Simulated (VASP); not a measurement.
# Ru2Rh (Ru (0001), 3 layers): single point with r2SCAN

The system is Ru2Rh (Ru (0001), 3 layers), a slab with vacuum.

```
Ru Rh
1.0
     2.70289    0.00000    0.00000
    -1.35145    2.34077    0.00000
     0.00000    0.00000   20.26440
Ru Rh
2 1
Cartesian
  0.0000 0.0000 8.0785
  0.0000 0.0000 12.1859
  0.0000 1.5605 10.1322
```

```yaml
Program: VASP 6.6.1
Task: single point
Functional: r2SCAN
Potentials_or_basis: VASP PAW PBE potentials, release 64 (Ru_pv, Rh_pv)
Cutoff: 520 eV
k_mesh: 15 × 15 × 1
Occupations: fermi-dirac, width 0.05 eV
Spin: no spin polarisation
```

The largest force is 0.676 eV/Å.

Forces on the atoms (eV/Å):
```
Ru   0.000  0.000 -0.676
Ru   0.000  0.000  0.676
Rh   0.000  0.000  0.000
```

Levels at points of the mesh, in eV from the Fermi level:
| k point | band 18 | band 19 | band 20 | band 21 | band 22 | band 23 | band 24 | band 25 |
| --- | --- | --- | --- | --- | --- | --- | --- | --- |
| (0.00, 0.00, 0.00) | -2.40 | -2.07 | -2.07 | -1.16 | -1.16 | -0.36 | 0.54 | 0.54 |

Wall time 3.7 min on 1 thread of Intel(R) Xeon(R) 6975P-C (Granite Rapids) (shared host), peak memory 0.29 GiB.

Caveat: the PAW data sets were made with another functional, which shifts forces and pressure a little.
